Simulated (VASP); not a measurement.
TiO2, 6 atoms in the cell. It takes space group P4_2/mnm (No. 136, tetragonal). Conventional cell: a = 4.600 Å, b = 4.600 Å, c = 2.959 Å, α = 90.00°, β = 90.00°, γ = 90.00°. Ti (site symmetry mmm) has 6 O at 1.95 to 1.98 Å within 2.6 Å. Within 2.6 Å of O (site symmetry m2m) lie 3 Ti at 1.95 to 1.98 Å and 1 O at 2.55 Å. 

```yaml
Program: VASP 6.6.1
Task: single point
Functional: PBE
Potentials_or_basis: VASP PAW PBE potentials, release 64 (Ti_sv, O)
Cutoff: 520 eV
k_mesh: 6 × 6 × 9
Occupations: fermi-dirac, width 0.05 eV
Spin: no spin polarisation
Hubbard_terms: Ti d U = 3.0 eV
Dipole_correction: no
Further_INCAR_settings: ALGO = Normal; EDIFF = 1e-06; NBANDS = 33
```

Potentials or basis: VASP PAW PBE potentials, release 64 (Ti_sv, O).

The run is started by

```console
$ cat potpaw_PBE.64/Ti_sv/POTCAR potpaw_PBE.64/O/POTCAR > POTCAR
$ mpirun -np 1 vasp_std > vasp.out
```

Hardware: 1 thread of Intel Xeon 6975P-C, on a shared host.

Question: Estimate the wall time of this run.

Answer: Wall time 85 s on 1 thread of Intel Xeon 6975P-C, with other jobs on the host, peak memory 0.22 GiB. Counts: scf iterations 15, k points 50.
